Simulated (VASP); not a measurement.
A run of VASP 6.6.1 is set up as follows.

File INCAR:

```
SYSTEM = Ga2HN2
ALGO     = Normal         ! electronic algorithm
DIPOL    = 0.5 0.5 0.348
EDIFF    = 1E-6           ! SCF threshold, eV
ENCUT    = 520            ! plane-wave cutoff, eV
GGA      = PE             ! functional
IDIPOL   = 3            
ISIF     = 2              ! what is computed and relaxed
ISMEAR   = 0              ! smearing method
ISPIN    = 2              ! spin polarisation
LASPH    = .True.         ! aspherical terms in the spheres
LCHARG   = .False.        ! write CHGCAR
LDIPOL   = .True.       
LORBIT   = 11             ! projections on sites
LREAL    = .False.        ! projectors in reciprocal space
LWAVE    = .False.        ! write WAVECAR
MAGMOM   = 0 0 0 0 1      ! initial moments
NBANDS   = 30             ! bands
NELM     = 150            ! most SCF steps
PREC     = Accurate       ! precision mode
SIGMA    = 0.05           ! smearing width, eV
```

File KPOINTS:

```
k-points
0
Gamma
  9 9 1
  0 0 0
```

File POSCAR:

```
Ga2HN2
1.0
    3.2165072889      0.0000000000      0.0000000000
   -1.6082536444      2.7855770236      0.0000000000
    0.0000000000      0.0000000000     19.1000974262
N Ga H
2 2 1
Direct
    0.0000000000      0.0000000000      0.2094230155
    0.3333333333      0.6666666667      0.3979088303
    0.3333333333      0.6666666667      0.2437980654
    0.6666666667      0.3333333333      0.3952208477
    0.3333333333      1.0000000000      0.4923109142
```

Potentials or basis: VASP PAW PBE potentials, release 64 (N, Ga_d, H).

Run with:

```bash
$ cat potpaw_PBE.64/N/POTCAR potpaw_PBE.64/Ga_d/POTCAR potpaw_PBE.64/H/POTCAR > POTCAR
$ mpirun -np 1 vasp_std > vasp.out
```

(1) Predict the net moment.

(2) What does it give for the band gap on the k mesh?

(3) Estimate the largest force.

Results:

(1) 0.99 μB per cell.

(2) zero (filled and empty bands overlap).

(3) 2.821 eV/Å.
